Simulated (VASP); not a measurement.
Input of a VASP 6.6.1 run:

Contents of INCAR:

```
SYSTEM = BN
ALGO     = Normal         ! electronic algorithm
EDIFF    = 1E-7           ! SCF threshold, eV
ENCUT    = 520            ! plane-wave cutoff, eV
GGA      = PE             ! functional
ISIF     = 2              ! what is computed and relaxed
ISMEAR   = -1             ! smearing method
LASPH    = .True.         ! aspherical terms in the spheres
LCHARG   = .False.        ! write CHGCAR
LREAL    = .False.        ! projectors in reciprocal space
LWAVE    = .False.        ! write WAVECAR
NBANDS   = 16             ! bands
NELM     = 100            ! most SCF steps
PREC     = Accurate       ! precision mode
SIGMA    = 0.05           ! smearing width, eV
```

Contents of KPOINTS:

```
k-points
0
Gamma
  12 12 6
  0 0 0
```

File POSCAR:

```
BN
1.0
    2.4470707925      0.0000000000      0.0000000000
   -1.2235353963      2.1192254712      0.0000000000
    0.0000000000      0.0000000000      4.0514824894
B N
2 2
Direct
    0.3333333333      0.6666666667      0.0011587297
    0.6666666667      0.3333333333      0.5011587297
    0.3333333333      0.6666666667      0.3748412703
    0.6666666667      0.3333333333      0.8748412703
```

Potentials or basis: VASP PAW PBE potentials, release 64 (B, N).

Run with:

```sh
$ cat potpaw_PBE.64/B/POTCAR potpaw_PBE.64/N/POTCAR > POTCAR
$ mpirun -np 1 vasp_std > vasp.out
```

(1) Estimate the band gap on the k mesh.

(2) What does it give for the pressure?

Answers

(1) 4.90 eV, indirect (least direct gap 8.81 eV).

(2) 60.6 GPa.
